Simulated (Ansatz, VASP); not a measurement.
## Li2S in VASP and in Ansatz

```xyz
3
Lattice="0.0000 2.7645 2.7645 2.7645 0.0000 2.7645 2.7645 2.7645 0.0000" Properties=species:S:1:pos:R:3 pbc="T T T"
Li    1.3823    1.3823    1.3823
Li    4.1468    4.1468    4.1468
S     0.0000    0.0000    0.0000
```

Alike in both runs: task single point; functional PBE; k mesh 8 × 8 × 8; occupations gaussian, width 0.02 eV; no spin polarisation.

|  | VASP | Ansatz |
| --- | --- | --- |
| version | VASP 6.6.1 | Ansatz 0.2.0 |
| potentials or method | VASP PAW PBE potentials, release 64 (Li_sv, S), cutoff 750 eV | scalar-relativistic, plane waves, PAW |
| valence electrons in the cell | 12 | 12 |

Ansatz gave:

* gap on the k mesh at the Fermi level (eV): 3.32
* least direct gap on the mesh (eV): 4.75
* pressure (GPa): 4.6

Problem. Which values does VASP return?

Solution. gap on the k mesh at the Fermi level (eV): 3.32; least direct gap on the mesh (eV): 4.75; pressure (GPa): 4.5.

With one functional, cell and mesh, what is left measures potentials, basis and numerics.
